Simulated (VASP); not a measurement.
# HfH2 (I4/mmm) in VASP: notebook, part 2 of 2

VASP 6.6.1. Earlier steps stand in the parts before.

## (3) Single point, LDA (9.32 Å³/atom)

This run uses another cell than the first one, of 9.32 Å³/atom.

The input, INCAR:

```
ALGO     = Normal         # electronic algorithm
EDIFF    = 1E-6           # SCF threshold, eV
ENCUT    = 520            # plane-wave cutoff, eV
GGA      = CA             # functional
ISIF     = 2              # what is computed and relaxed
ISMEAR   = -1             # smearing method
LASPH    = True           # aspherical terms in the spheres
LCHARG   = False          # write CHGCAR
LREAL    = False          # projectors in reciprocal space
LWAVE    = False          # write WAVECAR
NBANDS   = 13             # bands
NELM     = 100            # most SCF steps
PREC     = Accurate       # precision mode
SIGMA    = 0.03           # smearing width, eV
```

The input, KPOINTS:

```
k-points
0
Gamma
  12 12 12
```

The input, POSCAR:

```
HfH2
1.0
   -1.7731066982      1.7731066982      2.2232657593
    1.7731066982     -1.7731066982      2.2232657593
    1.7731066982      1.7731066982     -2.2232657593
Hf H
1 2
Direct
    0.0000000000      0.0000000000      0.0000000000
    0.7500000000      0.2500000000      0.5000000000
    0.2500000000      0.7500000000      0.5000000000
```

Potentials or basis: VASP PAW LDA potentials, release 64 (Hf_pv, H).

Started as:

```sh
$ cat potpaw_LDA.64/Hf_pv/POTCAR potpaw_LDA.64/H/POTCAR > POTCAR
$ mpirun -np 1 vasp_std > vasp.out
```

OUTCAR:

```text
EDIFF = 1E-6
   ENCUT = 520
   GGA = CA
   ISIF = 2
   ISMEAR = -1
   LASPH = True
   LREAL = False
   NELM = 100
   PREC = Accurate

 ion  position               nearest neighbor table
   1  0.000  0.000  0.000-   2 2.09   3 2.09   2 2.09   3 2.09   2 2.09   3 2.09   2 2.09   3 2.09

   2  0.750  0.250  0.500-   1 2.09   1 2.09   1 2.09   1 2.09
   3  0.250  0.750  0.500-   1 2.09   1 2.09   1 2.09   1 2.09

  LATTYP: Found a body centered tetragonal cell.
 ALAT       =     3.5462133964
 C/A-ratio  =     1.2538815411

  Lattice vectors:

 A1 = (  -1.7731066982,   1.7731066982,   2.2232657593)
 A2 = (   1.7731066982,  -1.7731066982,   2.2232657593)
 A3 = (   1.7731066982,   1.7731066982,  -2.2232657593)

Analysis of symmetry for initial positions (statically):
=====================================================================
 Subroutine PRICEL returns:
 Original cell was already a primitive cell.

 Routine SETGRP: Setting up the symmetry group for a
 body centered tetragonal supercell.

 Subroutine GETGRP returns: Found 16 space group operations
 (whereof 16 operations were pure point group operations)
 out of a pool of 16 trial point group operations.

The static configuration has the point symmetry D_4h.

Analysis of symmetry for dynamics (positions and initial velocities):
=====================================================================
 Subroutine PRICEL returns:
 Original cell was already a primitive cell.

 Routine SETGRP: Setting up the symmetry group for a
 body centered tetragonal supercell.

 Subroutine GETGRP returns: Found 16 space group operations
 (whereof 16 operations were pure point group operations)
 out of a pool of 16 trial point group operations.

The dynamic configuration has the point symmetry D_4h.

 Subroutine INISYM returns: Found 16 space group operations
 (whereof 16 operations are pure point group operations),
 and found     1 'primitive' translations

[... 127 lines left out ...]
 non-spin polarized calculation
  energy-cutoff  :      520.00
  volume of cell :       27.96
 maximum number of plane-waves:       773
 NGX is ok and might be reduce to    28
   NGX = 13   NGY = 13   NGZ = 13

 number of electron      11.9999999 magnetization

 Free energy of the ion-electron system (eV)
  ---------------------------------------------------
  ext. energy  EPLUGINS =         0.00000000
  ---------------------------------------------------
  free energy    TOTEN  =       -19.33794225 eV

  energy without entropy =      -19.33593272  energy(sigma->0) =      -19.33693748

 E-fermi :   4.8081     XC(G=0): -11.3462

 val. band max:        4.7953742499   @ k =  -0.0833   0.1667   0.0833
 cond. band min:       4.8155685753   @ k =  -0.0833   0.3333   0.0833
 fundamental gap:      0.0201943254
 Fermi energy:         4.8081448548

 k-point     1 :       0.0000    0.0000    0.0000
  band No.  band energies     occupation
      1     -26.1589      2.00000
      2     -26.1589      2.00000
      3     -26.1079      2.00000
      4      -6.0145      2.00000
      5       3.6781      2.00000
      6       4.3509      2.00000
      7       4.3509      2.00000
      8       5.0781      0.00025
      9       6.5100      0.00000
     10       7.7410      0.00000
     11      15.9048      0.00000
     12      16.1679      0.00000
     13      16.4477      0.00000
[... 354 lines left out ...]
  band No.  band energies     occupation
      1     -26.5109      2.00000
      2     -26.2678      2.00000
      3     -26.1926      2.00000
      4      -3.1526      2.00000
      5      -0.4766      2.00000
      6       3.5712      2.00000
      7       5.6888      0.00000
      8       7.5393      0.00000
      9       8.4997      0.00000
     10      10.8137      0.00000
     11      12.0130      0.00000
     12      13.7256      0.00000
     13      15.8651      0.00000

 [... further k-points ...]

------------------------ aborting loop because EDIFF is reached ----------------------------------------

  FORCE on cell =-STRESS in cart. coord.  units (eV):
  Direction    XX          YY          ZZ          XY          YZ          ZX
  --------------------------------------------------------------------------------------
  -------------------------------------------------------------------------------------
  Total       -2.6646553     -2.6646553     -2.6897443      0.0000000      0.0000000      0.0000000
  in kB     -152.6970007   -152.6970007   -154.1347181      0.0000000      0.0000000      0.0000000
  external PRESSURE =    -153.1762398 kB  Pullay stress =       0.0000000 kB

 VOLUME and BASIS-vectors are now :
 -----------------------------------------------------------------------------
  energy-cutoff  :      520.00
  volume of cell :       27.96
      direct lattice vectors                 reciprocal lattice vectors
    -1.773106698  1.773106698  2.223265759     0.000000000  0.281990926  0.224894391
     1.773106698 -1.773106698  2.223265759     0.281990926  0.000000000  0.224894391
     1.773106698  1.773106698 -2.223265759     0.281990926  0.281990926  0.000000000

 POSITION                                       TOTAL-FORCE (eV/Angst)
 -----------------------------------------------------------------------------------
      0.00000      0.00000      0.00000        -0.000000     -0.000000      0.000000
      0.00000      1.77311      1.11163         0.000000      0.000000      0.000000
      1.77311      0.00000      1.11163        -0.000000      0.000000     -0.000000
 -----------------------------------------------------------------------------------
    total drift:                               -0.000000     -0.000000      0.000000

  FREE ENERGIE OF THE ION-ELECTRON SYSTEM (eV)
  ---------------------------------------------------
  free  energy   TOTEN  =       -19.3379422508 eV

  energy  without entropy=      -19.3359327171  energy(sigma->0) =      -19.33693748
```

Wall time 28 s (1 thread of Intel Xeon 6975P-C (Granite Rapids), shared host); peak memory 0.19 GiB.

Results:

```yaml
Free_energy: -19.3379 eV
Pressure: -15.3 GPa
Band_gap_on_the_k_mesh: zero (bands 6 and 7 overlap by 1.03 eV)
```

Stress tensor (GPa, compression positive):
```
-15.27   0.00   0.00
  0.00 -15.27   0.00
  0.00   0.00 -15.41
```

Caveat: the cell stands under tension; spin-orbit coupling is left out, which moves the levels of the heavy elements.

## (4) Single point, LDA (equal xx and yy strain of -2 %)

The input, INCAR:

```
ALGO = Normal
EDIFF = 1E-6
ENCUT = 520
ISIF = 2
ISMEAR = -1
LASPH = T
LCHARG = F
LREAL = F
LWAVE = F
NBANDS = 13
NELM = 100
PREC = Accurate
SIGMA = 0.03
```

KPOINTS is that of step 3.

The input, POSCAR:

```
HfH2
1.0
   -1.7042200000      1.7042200000      2.1805000000
    1.7042200000     -1.7042200000      2.1805000000
    1.7042200000      1.7042200000     -2.1805000000
Hf H
1 2
Direct
    0.0000000000      0.0000000000      0.0000000000
    0.7500000000      0.2500000000      0.5000000000
    0.2500000000      0.7500000000      0.5000000000
```

Started as:

```sh
$ cat potpaw_LDA.64/Hf_pv/POTCAR potpaw_LDA.64/H/POTCAR > POTCAR
$ mpirun -np 1 vasp_std > vasp.out
```

It took 19 s on 1 thread of Intel Xeon Platinum 8559C (Emerald Rapids), shared host; peak memory 0.16 GiB.

Results (log left out):

- Free energy: -19.4872 eV
- Pressure: -2.4 GPa
- Band gap on the k mesh: zero (bands 6 and 7 overlap by 0.91 eV)

Stress tensor (GPa, compression positive):
```
-1.60  0.00  0.00
 0.00 -1.60  0.00
 0.00  0.00 -4.06
```

Levels at points of the mesh, in eV from the Fermi level:
```tsv
k point	band 4	band 5	band 6	band 7	band 8	band 9
(0.00, 0.00, 0.00)	-11.36	-1.18	-0.49	-0.49	0.18	2.08
(0.50, 0.00, 0.00)	-8.49	-5.00	-0.75	0.42	4.07	4.79
(0.50, 0.50, 0.00)	-6.83	-5.47	-4.19	4.21	4.48	5.44
(0.50, 0.50, 0.50)	-7.73	-4.29	-3.96	4.77	4.90	4.90
```

Caveat: the cell differs from its parent crystal (equal xx and yy strain of -2 %); spin-orbit coupling is left out, which moves the levels of the heavy elements.

## (5) Summary

```tsv
cell	gap on the mesh (eV)	pressure (GPa)
a = 3.316 Å, angles 116.7, 116.7, 95.8°, 3 atoms	none	-10.8
a = 3.351 Å, angles 116.1, 116.1, 96.9°, 3 atoms	none	-15.3
a = 3.250 Å, angles 116.8, 116.8, 95.7°, 3 atoms	none	-2.4
```

Alike in all rows: task single point; level LDA; potentials or basis VASP PAW LDA potentials, release 64 (Hf_pv, H); no spin polarisation; k mesh 12 × 12 × 12; cutoff (eV) 520; smearing fermi-dirac 0.03 eV.

Caveats: spin-orbit coupling is left out, which moves the levels of the heavy elements; the cell stands under tension (at least some runs).

Total energies depend on the potentials used, so only differences within one code and one set of settings carry meaning.
